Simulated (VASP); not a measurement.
# Hf9S17 (a cell with a defect) in VASP: notebook

The runs below take Hf9S17 (a cell with a defect) through single point, with PBE+D3(BJ).

All numbers are computed with VASP 6.6.1; they aren't measurements. Logs are shortened: lines on timing, memory, paths and dates and some standing lists are left out, and cuts for length are marked.

## 1. The cell of the first run

The cell holds a defect, 26 atoms: a = 8.503 Å, b = 8.503 Å, c = 8.503 Å, α = 79.00°, β = 79.00°, γ = 79.00°.

## 2. Single point, PBE+D3(BJ) (atoms taken out, then relaxed in part)

Input file INCAR:

```
  PREC = Accurate
  ENCUT = 400
  EDIFF = 1E-6
  ISMEAR = 0
  SIGMA = 0.01
  LREAL = False
  LASPH = True
  NELM = 120
  ALGO = Normal
  ISIF = 2
  LWAVE = False
  LCHARG = False
  GGA = PE
  IVDW = 12
  NBANDS = 115
  GGA_COMPAT = False
```

Input file KPOINTS:

```
Automatic mesh
0
Gamma
  2 2 2
  0.5 0.5 0.5
```

Input file POSCAR:

```
Hf9S17
1.0
    0.0000000000      6.2455376441     -5.7703877075
    5.4087942601     -3.1227688221     -5.7703877075
   -5.4087942601     -3.1227688221     -5.7703877075
Hf S
9 17
Direct
    0.3382837913      0.0063598037      0.6725102781
    0.6721790864      0.6725541482      0.6725140599
    0.3319306598      0.3350540314      0.3350467868
    0.0008462178      0.3350529085      0.6660949985
    0.6447914772     -0.0210360761      0.3492239473
    0.3382886803      0.6725090602      1.0063577041
    0.0008657591      0.6660773411      0.3350547042
    0.6446919903      0.3492121879      0.9788571949
    0.0149508537     -0.0211437683      0.9788514308
    0.1896114602      0.8704760474      0.1940794976
    0.8599168620      0.5238542218      0.8704702725
    0.5362612749      0.5238700105      0.1940833925
    0.1896101798      0.1940746809      0.8704997075
    0.8599956360      0.8704575967      0.5238656417
    0.5331347072      0.8673666777      0.8673683994
    0.1961957326      0.5303857195      0.5303964657
    0.5362220486      0.1941513927      0.5239109846
    0.1396048883      0.1378086859      0.4737874228
    0.4622501330      0.7964336657      0.4801303903
    0.1395976489      0.4737891036      0.1377892316
    0.8035725022      0.4738160820      0.4738133752
    0.4806507197      0.1383343186      0.1383451077
    0.1459698394      0.7963383352      0.7963291592
    0.8040977235      0.8147863678      0.1383820512
    0.4621726095      0.4802206680      0.7963397224
    0.8041095449      0.1383346200      0.8147687469
```

Potentials or basis: VASP PAW PBE potentials, release 64 (Hf_pv, S).

Command:

```
cat potpaw_PBE.64/Hf_pv/POTCAR potpaw_PBE.64/S/POTCAR > POTCAR
mpirun -np 1 vasp_std > vasp.out
```

OUTCAR:

```text
PREC = Accurate
   ENCUT = 400
   EDIFF = 1E-6
   ISMEAR = 0
   LREAL = False
   LASPH = True
   NELM = 120
   ISIF = 2
   GGA = PE
   IVDW = 12
 IVDW          = 12

 ion  position               nearest neighbor table
   1  0.338  0.006  0.673-  17 2.53  13 2.53  15 2.54  18 2.57  19 2.59  23 2.59   9 3.42   5 3.42
                             4 3.60   3 3.60   6 3.61   2 3.61
   2  0.672  0.673  0.673-  11 2.53  14 2.53  15 2.54  21 2.57  19 2.59  25 2.59   5 3.42   8 3.42
                             7 3.60   4 3.60   1 3.61   6 3.61
   3  0.332  0.335  0.335-  18 2.54  20 2.54  16 2.54  17 2.56  12 2.56  22 2.58   7 3.58   4 3.58
                             6 3.60   1 3.60   5 3.63   8 3.63
   4  0.001  0.335  0.666-  18 2.54  21 2.54  16 2.54  11 2.56  13 2.56  26 2.58   7 3.58   3 3.58
                             1 3.60   2 3.60   8 3.63   9 3.63
   5  0.645  0.979  0.349-  19 2.38  14 2.50  17 2.51  24 2.51  22 2.51   2 3.42   1 3.42   3 3.63
                             7 3.63
   6  0.338  0.673  0.006-  12 2.53  10 2.53  15 2.54  20 2.57  25 2.59  23 2.59   9 3.42   8 3.42
                             7 3.60   3 3.60   1 3.61   2 3.61
   7  0.001  0.666  0.335-  20 2.54  21 2.54  16 2.54  10 2.56  14 2.56  24 2.58   4 3.58   3 3.58
                             6 3.60   2 3.60   5 3.63   9 3.63
   8  0.645  0.349  0.979-  25 2.38  11 2.51  12 2.51  22 2.51  26 2.51   2 3.42   6 3.42   4 3.63
                             3 3.63
   9  0.015  0.979  0.979-  23 2.38  13 2.51  10 2.51  26 2.51  24 2.51   1 3.42   6 3.42   4 3.63
                             7 3.63
  10  0.190  0.870  0.194-   9 2.51   6 2.53   7 2.56
  11  0.860  0.524  0.870-   8 2.51   2 2.53   4 2.56
  12  0.536  0.524  0.194-   8 2.51   6 2.53   3 2.56
  13  0.190  0.194  0.870-   9 2.51   1 2.53   4 2.56
  14  0.860  0.870  0.524-   5 2.50   2 2.53   7 2.56
  15  0.533  0.867  0.867-   2 2.54   6 2.54   1 2.54
[... 9 lines left out ...]
  25  0.462  0.480  0.796-   8 2.38   6 2.59   2 2.59
  26  0.804  0.138  0.815-   9 2.51   8 2.51   4 2.58

  LATTYP: Found a trigonal (rhomboedric) cell.
 ALAT       =     8.5031826253
 COS(alpha) =     0.1907775803

  Lattice vectors:

 A1 = (   0.0000000000,   6.2455376441,  -5.7703877075)
 A2 = (   5.4087942601,  -3.1227688221,  -5.7703877075)
 A3 = (  -5.4087942601,  -3.1227688221,  -5.7703877075)

Analysis of symmetry for initial positions (statically):
=====================================================================
 Subroutine PRICEL returns:
 Original cell was already a primitive cell.

 Routine SETGRP: Setting up the symmetry group for a
 trigonal (rhombohedral) supercell.

 Subroutine GETGRP returns: Found  1 space group operations
 (whereof  1 operations were pure point group operations)
 out of a pool of 12 trial point group operations.

The static configuration has the point symmetry C_1 .

Analysis of symmetry for dynamics (positions and initial velocities):
=====================================================================
 Subroutine PRICEL returns:
 Original cell was already a primitive cell.

 Routine SETGRP: Setting up the symmetry group for a
 trigonal (rhombohedral) supercell.

 Subroutine GETGRP returns: Found  1 space group operations
 (whereof  1 operations were pure point group operations)
 out of a pool of 12 trial point group operations.

The dynamic configuration has the point symmetry C_1 .

 Subroutine INISYM returns: Found  1 space group operations
 (whereof  1 operations are pure point group operations),
 and found     1 'primitive' translations

----------------------------------------------------------------------------------------

                                     Primitive cell

  volume of cell :     584.7854

  direct lattice vectors                    reciprocal lattice vectors
     0.000000000  6.245537644 -5.770387708     0.000000000  0.106742879 -0.057766194
     5.408794260 -3.122768822 -5.770387708     0.092442045 -0.053371439 -0.057766194
    -5.408794260 -3.122768822 -5.770387708    -0.092442045 -0.053371439 -0.057766194

  length of vectors
     8.503182625  8.503182625  8.503182625     0.121371229  0.121371229  0.121371229

  position of ions in fractional coordinates (direct lattice)
     0.338283791  0.006359804  0.672510278
     0.672179086  0.672554148  0.672514060
     0.331930660  0.335054031  0.335046787
     0.000846218  0.335052909  0.666094999
     0.644791477  0.978963924  0.349223947
     0.338288680  0.672509060  0.006357704
[... 18 lines left out ...]
     0.462172610  0.480220668  0.796339722
     0.804109545  0.138334620  0.814768747

  ion indices of the primitive-cell ions
   primitive index   ion index
                 1           1
                 2           2
                 3           3
                 4           4
                 5           5
                 6           6
[... 18 lines left out ...]
                25          25
                26          26

----------------------------------------------------------------------------------------

 KPOINTS: Automatic mesh

Automatic generation of k-mesh.
 Grid dimensions read from file:
 generate k-points for:    2    2    2

 Generating k-lattice:

  Cartesian coordinates                     Fractional coordinates (reciprocal lattice)
     0.000000000  0.053371439 -0.028883097     0.500000000  0.000000000  0.000000000
     0.046221022 -0.026685720 -0.028883097     0.000000000  0.500000000  0.000000000
    -0.046221022 -0.026685720 -0.028883097     0.000000000  0.000000000  0.500000000

  Length of vectors
     0.060685615  0.060685615  0.060685615

  Shift w.r.t. Gamma in fractional coordinates (k-lattice)
     0.500000000  0.500000000  0.500000000

 Subroutine IBZKPT returns following result:
 ===========================================

 Found      4 irreducible k-points:

 Following reciprocal coordinates:
            Coordinates               Weight
  0.250000  0.250000  0.250000      2.000000
 -0.250000  0.250000  0.250000      2.000000
  0.250000 -0.250000  0.250000      2.000000
  0.250000  0.250000 -0.250000      2.000000
   k-points           NKPTS =      4   k-points in BZ     NKDIM =      4   number of bands    NBANDS=    115
   number of dos      NEDOS =    301   number of ions     NIONS =     26
   total plane-waves  NPLWV = 175616
   dimension x,y,z NGX =    56 NGY =   56 NGZ =   56
   dimension x,y,z NGXF=   112 NGYF=  112 NGZF=  112
   ions per type =               9  17
   NGX,Y,Z   is equivalent  to a cutoff of  10.95, 10.95, 10.95 a.u.
   NGXF,Y,Z  is equivalent  to a cutoff of  21.90, 21.90, 21.90 a.u.
 SYSTEM =  unknown system
   PREC   = accura    normal or accurate (medium, high low for compatibility)
   ISTART =      0    job   : 0-new  1-cont  2-samecut
   ICHARG =      2    charge: 1-file 2-atom 10-const
   ISPIN  =      1    spin polarized calculation?
   LNONCOLLINEAR =      F non collinear calculations
   LSORBIT =      F    spin-orbit coupling
   LASPH  =      T    aspherical Exc in radial PAW
   ENCUT  =  400.0 eV  29.40 Ry    5.42 a.u.  13.87 13.87 13.87*2*pi/ulx,y,z
   NELM   =    120;   NELMIN=  2; NELMDL= -5     # of ELM steps
   EDIFF  = 0.1E-05   stopping-criterion for ELM
   LREAL  =      F    real-space projection
   EDIFFG = 0.1E-04   stopping-criterion for IOM
   NSW    =      0    number of steps for IOM
   IBRION =     -1    ionic relax: 0-MD 1-quasi-New 2-CG
   NFREE  =      0    steps in history (QN), initial steepest desc. (CG)
   ISIF   =      2    stress and relaxation
   ISYM   =      2    0-nonsym 1-usesym 2-fastsym
   POTIM  = 0.5000    time-step for ionic-motion
   TEBEG  =    0.0;   TEEND  =   0.0 temperature during run
   PSTRESS=    0.0 pullay stress
   NELECT =     192.0000    total number of electrons
   NUPDOWN=      -1.0000    fix difference up-down
   EMIN   =  10.00;   EMAX   =-10.00  energy-range for DOS
   EFERMI =   0.00;   METHOD = LEGACY
   ISMEAR =     0;   SIGMA  =   0.01  broadening in eV -4-tet -1-fermi 0-gaus
   EFERMI_NEDOS =   21; number of points for ismear=-14 and -15
   IALGO  =     38    algorithm
   IMIX   =      4    mixing-type and parameters
     AMIX     =   0.40;   BMIX     =  1.00
     AMIX_MAG =   1.60;   BMIX_MAG =  1.00
  volume/ion in A,a.u.               =      22.49       151.78
  Fermi-wavevector in a.u.,A,eV,Ry     =   1.129388  2.134233 17.354457  1.275517
  Thomas-Fermi vector in A             =   2.266081
   LORBIT       =      0    0 simple, 1 ext, 2 COOP (PROOUT), +10 PAW based schemes
   GGA     = PE    functional components
   LHFCALC =     F    Hartree Fock is set to
   AEXX    =    0.0000 exact exchange contribution
   IVDW    =    12    specifies the selected vdW correction
   LEPSILON=     F    determine dielectric tensor
   LRPA    =     F    only Hartree local field effects (RPA)
 non-spin polarized calculation
 Gauss-broadening in eV      SIGMA  =   0.01
  energy-cutoff  :      400.00
  volume of cell :      584.79
 maximum number of plane-waves:     10651
   NGX = 27   NGY = 27   NGZ = 27

 number of electron     192.0000010 magnetization

 Free energy of the ion-electron system (eV)
  ---------------------------------------------------
  ext. energy  EPLUGINS =         0.00000000
  ---------------------------------------------------
  free energy    TOTEN  =      -198.18763708 eV

  energy without entropy =     -198.18763708  energy(sigma->0) =     -198.18763708

 E-fermi :   4.4974     XC(G=0):  -9.6206

 val. band max:        4.4489358392   @ k =   0.2500   0.2500  -0.2500
 cond. band min:       4.5431965972   @ k =   0.2500   0.2500   0.2500
 fundamental gap:      0.0942607580
 Fermi energy:         4.4973733892

 k-point     1 :       0.2500    0.2500    0.2500
  band No.  band energies     occupation
      1     -27.3757      2.00000
      2     -27.3753      2.00000
      3     -27.3588      2.00000
      4     -27.3162      2.00000
      5     -27.3122      2.00000
      6     -27.3032      2.00000
[... 100 lines left out ...]
    107       6.1269      0.00000
    108       6.4515      0.00000

 k-point     2 :      -0.2500    0.2500    0.2500
  band No.  band energies     occupation
      1     -27.3933      2.00000
      2     -27.3815      2.00000
      3     -27.3495      2.00000
      4     -27.3387      2.00000
      5     -27.3357      2.00000
      6     -27.3121      2.00000
[... 100 lines left out ...]
    107       5.9382      0.00000
    108       6.0093      0.00000

 k-point     3 :       0.2500   -0.2500    0.2500
  band No.  band energies     occupation
      1     -27.3934      2.00000
      2     -27.3814      2.00000
      3     -27.3495      2.00000
      4     -27.3387      2.00000
      5     -27.3357      2.00000
      6     -27.3122      2.00000
[... 100 lines left out ...]
    107       5.9381      0.00000
    108       6.0091      0.00000

 k-point     4 :       0.2500    0.2500   -0.2500
  band No.  band energies     occupation
      1     -27.3935      2.00000
      2     -27.3812      2.00000
      3     -27.3494      2.00000
      4     -27.3389      2.00000
      5     -27.3357      2.00000
      6     -27.3120      2.00000
[... 100 lines left out ...]
    107       5.9382      0.00000
    108       6.0093      0.00000
 [bands above 108 left out]

------------------------ aborting loop because EDIFF is reached ----------------------------------------

 Edisp (eV)   -8.56925

 E8    (eV) :    -3.7151

  FORCE on cell =-STRESS in cart. coord.  units (eV):
  Direction    XX          YY          ZZ          XY          YZ          ZX
  --------------------------------------------------------------------------------------
  -------------------------------------------------------------------------------------
  Total      -2.98926    -2.99092    -1.33785    -0.00250     0.00151    -0.00271
  in kB      -8.18989    -8.19444    -3.66540    -0.00684     0.00414    -0.00741
  external pressure =       -6.68 kB  Pullay stress =        0.00 kB

 VOLUME and BASIS-vectors are now :
 -----------------------------------------------------------------------------
  energy-cutoff  :      400.00
  volume of cell :      584.79
      direct lattice vectors                 reciprocal lattice vectors
     0.000000000  6.245537644 -5.770387708     0.000000000  0.106742879 -0.057766194
     5.408794260 -3.122768822 -5.770387708     0.092442045 -0.053371439 -0.057766194
    -5.408794260 -3.122768822 -5.770387708    -0.092442045 -0.053371439 -0.057766194

 POSITION                                       TOTAL-FORCE (eV/Angst)
 -----------------------------------------------------------------------------------
     -3.60307     -0.00719     -5.86937        -0.001631      0.002203      0.003447
      0.00022     -0.00222    -11.64030        -0.000298     -0.001793      0.004167
      0.00004     -0.01948     -5.78211         0.000301     -0.004479      0.001681
     -1.79054     -3.12107     -5.78189         0.003291      0.002155      0.000765
      3.40613     -0.12055    -11.38486        -0.033371     -0.020755      0.012932
      3.60308     -0.00715     -5.86938         0.002661      0.001132      0.003976
[... 18 lines left out ...]
     -1.70982     -1.09989    -10.03316        -0.014828      0.008309     -0.066438
     -3.65869      2.04577    -10.13980         0.005790      0.002972     -0.050777
 -----------------------------------------------------------------------------------
    total drift:                                0.000010      0.000088     -0.000447

  FREE ENERGIE OF THE ION-ELECTRON SYSTEM (eV)
  ---------------------------------------------------
  free  energy   TOTEN  =      -206.7568909501 eV

  energy  without entropy=     -206.7568909501  energy(sigma->0) =     -206.75689095
```

It took 9.7 min on 1 thread of Oxide Virtual Turin-like, shared host; peak memory 0.44 GiB.

What came out:

| Item | Value |
| --- | --- |
| Free energy | -206.7569 eV |
| Pressure | -0.7 GPa |
| Largest force | 0.070 eV/Å |
| Band gap on the k mesh | 0.09 eV |
| Dispersion energy per atom | -0.330 eV |

Forces in eV/Å, atoms in the order of the input:
```
Hf  -0.002  0.002  0.003
Hf   0.000 -0.002  0.004
Hf   0.000 -0.004  0.002
Hf   0.003  0.002  0.001
Hf  -0.033 -0.021  0.013
Hf   0.003  0.001  0.004
Hf  -0.003  0.002  0.001
Hf   0.032 -0.019  0.011
Hf  -0.001  0.037  0.011
S   -0.002  0.006  0.061
S    0.005 -0.001  0.062
S    0.003 -0.004  0.061
S    0.003  0.005  0.062
S   -0.005 -0.002  0.062
S    0.000  0.000  0.062
S    0.000  0.000  0.067
S   -0.003 -0.002  0.061
S    0.003 -0.002 -0.064
S    0.013  0.007 -0.066
S   -0.004 -0.002 -0.065
S    0.000  0.005 -0.065
S   -0.001 -0.007 -0.051
S    0.000 -0.016 -0.068
S   -0.004  0.004 -0.051
S   -0.015  0.008 -0.066
S    0.006  0.003 -0.051
```

Levels at points of the mesh, in eV from the valence-band top:
| k point | band 93 | band 94 | band 95 | band 96 | band 97 | band 98 | band 99 | band 100 |
| --- | --- | --- | --- | --- | --- | --- | --- | --- |
| (0.25, 0.25, 0.25) | -1.98 | -1.55 | -1.55 | -0.06 | 0.09 | 0.09 | 0.31 | 0.31 |

Caveat: the cell differs from its parent crystal (atoms taken out, then relaxed in part); spin-orbit coupling is left out, which moves the levels of the heavy elements.

[end of part 1 of 2]
